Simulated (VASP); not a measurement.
Crystal: SnF5.

```
CELL_PARAMETERS angstrom
2.32101 1.34003 4.36459
-2.32101 1.34003 4.36459
0.00000 -2.68007 4.36459
ATOMIC_POSITIONS crystal
Sn 0.00000 0.00000 0.00000
F 0.17664 0.50000 0.82336
F 0.50000 0.82336 0.17664
F 0.82336 0.17664 0.50000
F 0.33140 0.33140 0.33140
F 0.66860 0.66860 0.66860
```

The cell was generated, and may not be a known phase.

```yaml
Program: VASP 6.6.1
Task: relaxation of cell and atoms
Functional: PBE
Potentials_or_basis: VASP PAW PBE potentials, release 64 (Sn_d, F)
Cutoff: 600 eV
k_mesh: 6 × 6 × 6
Occupations: gaussian, width 0.1 eV
Spin: no spin polarisation
```

At the start: pressure -16.5 GPa; volume 13.57 Å³/atom.

Problem. Where does the relaxation end?

Solution. Over 19 steps the energy falls by 357.5 meV/atom and the volume is 10.02 Å³/atom (-26.2 %); space group R32 (No. 155, to 0.1 Å) before and after.

Step by step:
| step | energy change (eV) | largest force (eV/Å) | pressure (GPa) | volume (Å³) |
| --- | --- | --- | --- | --- |
| 1 | 0.0000 | 0.5269 | -16.46 | 81.45 |
| 2 | -1.4882 | 0.5845 | -11.43 | 66.09 |
| 3 | -1.8300 | 0.5270 | -1.15 | 58.80 |
| 4 | -1.8336 | 0.5104 | 1.06 | 57.78 |
| 5 | -1.8338 | 0.5177 | 0.12 | 58.20 |
| 6 | -1.8811 | 0.3804 | 0.28 | 58.15 |
| 7 | -1.9726 | 0.3568 | 1.23 | 58.01 |
| 8 | -1.9909 | 0.3589 | 5.14 | 57.70 |
| 9 | -2.0046 | 0.3685 | 3.44 | 57.82 |
| 10 | -2.0437 | 0.2378 | 0.22 | 59.35 |
| 11 | -2.0534 | 0.1366 | -2.15 | 60.65 |
| 12 | -2.0789 | 0.1158 | -1.85 | 60.53 |
| 13 | -2.1278 | 0.1400 | -0.66 | 60.11 |
| 14 | -2.1326 | 0.2544 | 0.05 | 59.88 |
| 15 | -2.1329 | 0.2281 | -0.12 | 59.93 |
| 16 | -2.1434 | 0.0621 | 0.50 | 59.77 |
| 17 | -2.1439 | 0.0109 | 0.72 | 59.71 |
| 18 | -2.1440 | 0.0188 | -0.72 | 60.47 |
| 19 | -2.1449 | 0.0096 | 0.02 | 60.09 |

Final structure:
```yaml
crystal:
  lattice:
    - [2.14682, 1.23947, 3.76385]
    - [-2.14682, 1.23947, 3.76385]
    - [0.00000, -2.47894, 3.76385]
  atoms:
    - { symbol: Sn, position: [0.00000, 0.00000, 0.00000] }
    - { symbol: F, position: [0.06831, 0.50000, 0.93169] }
    - { symbol: F, position: [0.50000, 0.93169, 0.06831] }
    - { symbol: F, position: [0.93169, 0.06831, 0.50000] }
    - { symbol: F, position: [0.35749, 0.35749, 0.35749] }
    - { symbol: F, position: [0.64251, 0.64251, 0.64251] }
```

Caveat: the volume moved by over 15 % at a fixed basis, so the end points are rough; an odd number of electrons without spin polarisation forces a metal; a magnetic or distorted state may lie lower.
